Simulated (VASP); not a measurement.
Here is a VASP 6.6.1 calculation.

INCAR

```
ALGO = Normal
EDIFF = 1E-6
ENCUT = 520
GGA = PS
ISIF = 2
ISMEAR = 0
LASPH = True
LCHARG = False
LREAL = False
LWAVE = False
NBANDS = 15
NELM = 60
PREC = Accurate
SIGMA = 0.15
```

File KPOINTS:

```
k-points
0
Gamma
  24 24 24
```

POSCAR

```
TaN
1.0
    0.0000000000      2.0237563526      2.0237563526
    2.1878447055     -0.1640883529      2.1878447055
    2.1878447055      2.1878447055     -0.1640883529
Ta N
1 1
Direct
    0.5000000000      0.5000000000      0.5000000000
    0.0000000000      0.0000000000      0.0000000000
```

Potentials or basis: VASP PAW PBE potentials, release 64 (Ta_pv, N).

Launch:

```bash
$ cat potpaw_PBE.64/Ta_pv/POTCAR potpaw_PBE.64/N/POTCAR > POTCAR
$ mpirun -np 1 vasp_std > vasp.out
```

Question: What does it give for the pressure?

Answer: 3.8 GPa.

Question: What does it give for the band gap on the k mesh?

Answer: Zero (band 8 reaches 11.05 eV, above the bottom of band 9 at 6.77 eV).

Stress tensor (GPa, compression positive):
```
-2.46  0.00  0.00
 0.00  6.91  6.97
 0.00  6.97  6.91
```

Caveat: the cell differs from its parent crystal (strain -0.1500 x Voigt [0, 0, 0, 1, 0, 0]); the PAW data sets were made with another functional, which shifts forces and pressure a little; spin-orbit coupling is left out, which moves the levels of the heavy elements.
